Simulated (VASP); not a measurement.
Input of a VASP 6.6.1 run:

Contents of POSCAR:

```
ZrC
1.0
    0.0000000000      2.1954715183      2.1954715183
    2.1954715183      0.0000000000      2.1954715183
    2.1954715183      2.1954715183      0.0000000000
Zr C
1 1
Direct
    0.5000000000      0.5000000000      0.5000000000
    0.0000000000      0.0000000000      0.0000000000
```

Contents of INCAR.step1:

```
PREC = Accurate
ENCUT = 660
ISMEAR = -1
SIGMA = 0.05
LREAL = F
LASPH = T
NELM = 120
NBANDS = 15
GGA = PE
ALGO = Normal
EDIFF = 1E-5
LWAVE = T
LCHARG = F
GGA_COMPAT = F
```

Contents of INCAR.step2:

```
PREC = Accurate
ENCUT = 660
EDIFF = 1E-6
ISMEAR = -1
SIGMA = 0.05
LREAL = F
LASPH = T
NELM = 120
ALGO = Normal
ISIF = 2
LWAVE = F
LCHARG = T
METAGGA = R2SCAN
LMIXTAU = T
LELF = T
LVHAR = T
NBANDS = 15
ISTART = 1
GGA_COMPAT = F
```

Contents of KPOINTS:

```
regular mesh
0
Gamma
  13 13 13
```

Potentials or basis: VASP PAW PBE potentials, release 64 (Zr_sv, C).

Launch:

```console
$ cat potpaw_PBE.64/Zr_sv/POTCAR potpaw_PBE.64/C/POTCAR > POTCAR
$ cp INCAR.step1 INCAR
$ mpirun -np 1 vasp_std > vasp.out
$ cp INCAR.step2 INCAR
$ mpirun -np 1 vasp_std > vasp.out
```

**Question.** Predict the band gap on the k mesh.

**Answer.** Zero (bands 8 and 9 overlap by 1.38 eV).

**Question.** Estimate the pressure.

**Answer.** 73.9 GPa.

Caveat: the cell stands under pressure; the PAW data sets were made with another functional, which shifts forces and pressure a little.
